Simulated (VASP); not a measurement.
# BaTiO3 (Amm2) in VASP: notebook, part 2 of 2

VASP 6.6.1. Earlier steps stand in the parts before.

## Step 4: Single point, PBE+U (strain -0.0200 x Voigt [1, 1, 0, 0, 0, 0])

File INCAR:

```
SYSTEM = BaTiO3
PREC = Accurate
ENCUT = 520
EDIFF = 1E-6
ISMEAR = 0
SIGMA = 0.05
LREAL = .False.
LASPH = .True.
NELM = 150
ALGO = Normal
ISIF = 2
LWAVE = .False.
LCHARG = .False.
LMAXMIX = 4
LDAU = .True.
LDAUTYPE = 2
LDAUL = -1 2 -1
LDAUU = 0 4 0
LDAUJ = 0 0 0
LDAUPRINT = 1
GGA = PE
NBANDS = 28
```

File KPOINTS:

```
Automatic mesh
0
Gamma
  6 6 6
  0 0 0
```

File POSCAR:

```
BaTiO3
1.0
    3.9280550851      0.0000000000      0.0000000000
    0.0000000000      2.8158158427      2.8859183788
    0.0000000000     -2.8158158427      2.8859183788
Ba Ti O
1 1 3
Direct
    0.0000000000      0.0080771845      0.0080771845
    0.5000000000      0.5197092871      0.5197092871
    0.0000000000      0.4916268390      0.4916268390
    0.5000000000      0.4938075372      0.9829991522
    0.5000000000      0.9829991522      0.4938075372
```

Potentials or basis: VASP PAW PBE potentials, release 64 (Ba_sv, Ti_sv, O).

The run is started by

```bash
> cat potpaw_PBE.64/Ba_sv/POTCAR potpaw_PBE.64/Ti_sv/POTCAR potpaw_PBE.64/O/POTCAR > POTCAR
> mpirun -np 1 vasp_std > vasp.out
```

OUTCAR:

```text
SYSTEM = BaTiO3
   PREC = Accurate
   ENCUT = 520
   EDIFF = 1E-6
   ISMEAR = 0
   LREAL = .False.
   LASPH = .True.
   NELM = 150
   ISIF = 2
   GGA = PE

 ion  position               nearest neighbor table
   1  0.000  0.008  0.008-   4 2.77   5 2.77   4 2.77   5 2.77   3 2.79   3 2.82   3 2.82   5 2.86
                             4 2.86   5 2.86   4 2.86   3 2.98   2 3.43   2 3.43   2 3.43   2 3.43
   2  0.500  0.520  0.520-   4 1.87   5 1.87   3 1.97   3 1.97   5 2.17   4 2.17   1 3.43   1 3.43
                             1 3.43   1 3.43   1 3.44   1 3.44   1 3.55   1 3.55
   3  0.000  0.492  0.492-   2 1.97   2 1.97   1 2.79   1 2.82   1 2.82   1 2.98
   4  0.500  0.494  0.983-   2 1.87   2 2.17   1 2.77   1 2.77   1 2.86   1 2.86
   5  0.500  0.983  0.494-   2 1.87   2 2.17   1 2.77   1 2.77   1 2.86   1 2.86

  LATTYP: Found a base centered orthorhombic cell.
 ALAT       =     5.6316316854
 B/A-ratio  =     1.0248959946
 C/A-ratio  =     0.6974985767

  Lattice vectors:

 A1 = (   0.0000000000,   2.8158158427,  -2.8859183788)
 A2 = (   0.0000000000,   2.8158158427,   2.8859183788)
 A3 = (   3.9280550851,   0.0000000000,   0.0000000000)

Analysis of symmetry for initial positions (statically):
=====================================================================
 Subroutine PRICEL returns:
 Original cell was already a primitive cell.

 Routine SETGRP: Setting up the symmetry group for a
 base centered orthorhombic supercell.

 Subroutine GETGRP returns: Found  4 space group operations
[... 190 lines left out ...]
  o =  0.1112  v =  1.0000  0.0000  0.0000  0.0000  0.0000  0.0000  0.0000  0.0000  0.0000  0.0000      0.0000  0.0000  0.0000  0.0000  0.0000  0.0000  0.0000  0.0000  0.0000  0.0000
  o =  0.1112  v =  0.0000  0.0000  0.0000  0.0000  0.0000  1.0000  0.0000  0.0000  0.0000  0.0000      0.0000  0.0000  0.0000  0.0000  0.0000  0.0000  0.0000  0.0000  0.0000  0.0000
  o =  0.1130  v =  0.0000  0.0000 -0.8897  0.0000 -0.4566  0.0000  0.0000  0.0000  0.0000  0.0000      0.0000  0.0000  0.0000  0.0000  0.0000  0.0000  0.0000  0.0000  0.0000  0.0000
  o =  0.1130  v =  0.0000  0.0000  0.0000  0.0000  0.0000  0.0000  0.0000 -0.8897  0.0000 -0.4566      0.0000  0.0000  0.0000  0.0000  0.0000  0.0000  0.0000  0.0000  0.0000  0.0000
  o =  0.2465  v =  0.0000  0.0000  0.0000  0.0000  0.0000  0.0000  0.0000 -0.4566  0.0000  0.8897      0.0000  0.0000  0.0000  0.0000  0.0000  0.0000  0.0000  0.0000  0.0000  0.0000
  o =  0.2465  v =  0.0000  0.0000 -0.4566  0.0000  0.8897  0.0000  0.0000  0.0000  0.0000  0.0000      0.0000  0.0000  0.0000  0.0000  0.0000  0.0000  0.0000  0.0000  0.0000  0.0000
  o =  0.2494  v =  0.0000  0.0000  0.0000  0.0000  0.0000  0.0000  1.0000  0.0000  0.0000  0.0000      0.0000  0.0000  0.0000  0.0000  0.0000  0.0000  0.0000  0.0000  0.0000  0.0000
  o =  0.2494  v =  0.0000  1.0000  0.0000  0.0000  0.0000  0.0000  0.0000  0.0000  0.0000  0.0000      0.0000  0.0000  0.0000  0.0000  0.0000  0.0000  0.0000  0.0000  0.0000  0.0000

 number of electron      40.0000009 magnetization

 Free energy of the ion-electron system (eV)
  ---------------------------------------------------
  ext. energy  EPLUGINS =         0.00000000
  ---------------------------------------------------
  free energy    TOTEN  =       -37.17440581 eV

  energy without entropy =      -37.17440581  energy(sigma->0) =      -37.17440581

 E-fermi :   4.2824     XC(G=0): -11.2742

 val. band max:        4.0004334228   @ k =   0.5000   0.5000   0.5000
 cond. band min:       6.5653606715   @ k =   0.0000   0.0000   0.0000
 fundamental gap:      2.5649272487
 Fermi energy:         4.2823685397

 k-point     1 :       0.0000    0.0000    0.0000
  band No.  band energies     occupation
      1     -53.4341      2.00000
      2     -29.6556      2.00000
      3     -29.6423      2.00000
      4     -29.6060      2.00000
      5     -20.8433      2.00000
      6     -12.9597      2.00000
[... 733 lines left out ...]
     27      12.2554      0.00000
     28      12.5892      0.00000

 [... further k-points ...]
[... 5 lines left out ...]
  --------------------------------------------------------------------------------------
  -------------------------------------------------------------------------------------
  Total        4.9431735      5.2511229      3.0685009      0.0000000      0.0000000      0.0000000
  in kB      124.0568003    131.7852817     77.0089118      0.0000000      0.0000000      0.0000000
  external PRESSURE =     110.9503313 kB  Pullay stress =       0.0000000 kB

 VOLUME and BASIS-vectors are now :
 -----------------------------------------------------------------------------
  energy-cutoff  :      520.00
  volume of cell :       63.84
      direct lattice vectors                 reciprocal lattice vectors
     3.928055085  0.000000000  0.000000000     0.254578915  0.000000000  0.000000000
     0.000000000  2.815815843  2.885918379     0.000000000  0.177568431  0.173255073
     0.000000000 -2.815815843  2.885918379     0.000000000 -0.177568431  0.173255073

 POSITION                                       TOTAL-FORCE (eV/Angst)
 -----------------------------------------------------------------------------------
      0.00000      0.00000      0.04662         0.000000     -0.000000     -0.071300
      1.96403      0.00000      2.99968         0.000000     -0.000000     -0.874784
      0.00000      0.00000      2.83759         0.000000     -0.000000     -0.074444
      1.96403     -1.37747      4.26194         0.000000     -0.544505      0.510264
      1.96403      1.37747      4.26194         0.000000      0.544505      0.510264
 -----------------------------------------------------------------------------------
    total drift:                                0.000000      0.000000     -0.000271

  FREE ENERGIE OF THE ION-ELECTRON SYSTEM (eV)
  ---------------------------------------------------
  free  energy   TOTEN  =       -37.1744058143 eV

  energy  without entropy=      -37.1744058143  energy(sigma->0) =      -37.17440581
```

stdout:

```text
POSCAR found type information on POSCAR BaTiO
 POSCAR found :  3 types and       5 ions
 scaLAPACK will be used
 LDA part: xc-table for (Slater+PW92), standard interpolation
 POSCAR, INCAR and KPOINTS ok, starting setup
 FFT: planning ... GRIDC
 FFT: planning ... GRID_SOFT
 FFT: planning ... GRID
 WAVECAR not read
 entering main loop
```

Wall time 44 s (1 thread of Intel Xeon 6975P-C (Granite Rapids), shared host); peak memory 0.23 GiB.

Results:

* Free energy: -37.1744 eV
* Pressure: 11.1 GPa
* Largest force: 0.875 eV/Å
* Band gap on the k mesh: 2.56 eV (least direct gap 2.93 eV)

Forces on the atoms (eV/Å):
```
Ba   0.000  0.000 -0.071
Ti   0.000  0.000 -0.875
O    0.000  0.000 -0.074
O    0.000 -0.545  0.510
O    0.000  0.545  0.510
```

Stress tensor (GPa, compression positive):
```
12.41  0.00  0.00
 0.00 13.18  0.00
 0.00  0.00  7.70
```

Eigenvalues of the final occupation matrices:
| site | spin | trace | eigenvalues |
| --- | --- | --- | --- |
| site 2 d | 1 | 0.83 | 0.11 0.11 0.11 0.25 0.25 |
| site 2 d | 2 | 0.83 | 0.11 0.11 0.11 0.25 0.25 |

Caveat: the cell differs from its parent crystal (strain -0.0200 x Voigt [1, 1, 0, 0, 0, 0]); the cell stands under pressure; spin-orbit coupling is left out, which moves the levels of the heavy elements.

## Step 5: Single point, PBE+U (strain -0.0150 x Voigt [1, 1, 0, 0, 0, 0])

File INCAR:

```
SYSTEM = BaTiO3
  ALGO = Normal
  EDIFF = 1E-6
  ENCUT = 520
  GGA = PE
  ISIF = 2
  ISMEAR = 0
  LASPH = .True.
  LCHARG = .False.
  LDAU = .True.
  LDAUJ = 0 0 0
  LDAUL = -1 2 -1
  LDAUPRINT = 1
  LDAUTYPE = 2
  LDAUU = 0 4 0
  LMAXMIX = 4
  LREAL = .False.
  LWAVE = .False.
  NBANDS = 28
  NELM = 150
  PREC = Accurate
  SIGMA = 0.05
```

File KPOINTS:

```
k-points
0
Gamma
  6 6 6
  0 0 0
```

POSCAR, as its differences from that of step 4:

```diff
@@ -2,5 +2,5 @@
 1.0
-    3.9280550851      0.0000000000      0.0000000000
-    0.0000000000      2.8158158427      2.8859183788
-    0.0000000000     -2.8158158427      2.8859183788
+    3.9480961825      0.0000000000      0.0000000000
+    0.0000000000      2.8301822500      2.8859183788
+    0.0000000000     -2.8301822500      2.8859183788
 Ba Ti O
```

The run is started by

```bash
> cat potpaw_PBE.64/Ba_sv/POTCAR potpaw_PBE.64/Ti_sv/POTCAR potpaw_PBE.64/O/POTCAR > POTCAR
> mpirun -np 1 vasp_std > vasp.out
```

Run time: 44 s. Hardware: 1 thread of Intel Xeon 6975P-C (Granite Rapids), shared host; peak memory 0.23 GiB.

Results (log left out):

| Property | Result |
| --- | --- |
| Free energy | -37.2220 eV |
| Pressure | 9.0 GPa |
| Largest force | 0.801 eV/Å |
| Band gap on the k mesh | 2.55 eV (least direct gap 2.93 eV) |

Forces on the atoms (eV/Å):
```
Ba   0.000  0.000 -0.064
Ti   0.000  0.000 -0.801
O    0.000  0.000 -0.050
O    0.000 -0.484  0.458
O    0.000  0.484  0.458
```

Stress tensor (GPa, compression positive):
```
 9.92  0.00  0.00
 0.00 10.67  0.00
 0.00  0.00  6.55
```

Levels at points of the mesh, in eV from the valence-band top:
| k point | band 17 | band 18 | band 19 | band 20 | band 21 | band 22 | band 23 | band 24 |
| --- | --- | --- | --- | --- | --- | --- | --- | --- |
| (0.00, 0.00, 0.00) | -1.10 | -0.49 | -0.45 | -0.37 | 2.55 | 2.76 | 2.76 | 4.32 |
| (0.50, 0.00, 0.00) | -1.69 | -1.61 | -1.18 | -0.98 | 2.91 | 4.14 | 4.26 | 4.26 |
| (0.00, 0.50, 0.00) | -1.76 | -1.65 | -0.94 | -0.83 | 2.81 | 4.11 | 4.11 | 4.31 |
| (0.50, 0.50, 0.00) | -1.84 | -0.92 | -0.90 | -0.08 | 4.15 | 4.24 | 4.57 | 4.78 |
| (0.00, 0.50, 0.50) | -1.79 | -1.00 | -0.90 | -0.24 | 4.10 | 4.18 | 4.45 | 5.12 |
| (0.50, 0.50, 0.50) | -2.26 | -0.16 | -0.01 | 0.00 | 4.70 | 4.74 | 4.83 | 6.37 |

Eigenvalues of the final occupation matrices:
```
    site  spin  trace               eigenvalues
site 2 d     1   0.82  0.11 0.11 0.11 0.24 0.25
site 2 d     2   0.82  0.11 0.11 0.11 0.24 0.25
```

Caveat: the cell differs from its parent crystal (strain -0.0150 x Voigt [1, 1, 0, 0, 0, 0]); the cell stands under pressure; spin-orbit coupling is left out, which moves the levels of the heavy elements. A k mesh can miss the band edges.

## Step 6: The runs side by side

| cell | gap on the mesh (eV) | pressure (GPa) | largest force (eV/Å) |
| --- | --- | --- | --- |
| a = 4.078, b = 4.108, c = 4.108 Å, angles 90.7, 90.0, 90.0°, 5 atoms | 2.41 | -2.0 | 0.35 |
| a = 4.088, b = 4.113, c = 4.113 Å, angles 90.9, 90.0, 90.0°, 5 atoms | 2.40 | -2.7 | 0.31 |
| a = 3.928, b = 4.032, c = 4.032 Å, angles 88.6, 90.0, 90.0°, 5 atoms | 2.56 | 11.1 | 0.87 |
| a = 3.948, b = 4.042, c = 4.042 Å, angles 88.9, 90.0, 90.0°, 5 atoms | 2.55 | 9.0 | 0.80 |

Alike in all rows: task single point; level PBE+U; potentials or basis VASP PAW PBE potentials, release 64 (Ba_sv, Ti_sv, O); no spin polarisation; Ti d U = 4.0 eV; k mesh 6 × 6 × 6; cutoff (eV) 520; smearing gaussian 0.05 eV.

Caveats: spin-orbit coupling is left out, which moves the levels of the heavy elements; the cell stands under pressure (at least some runs).

Total energies depend on the potentials used, so only differences within one code and one set of settings carry meaning.
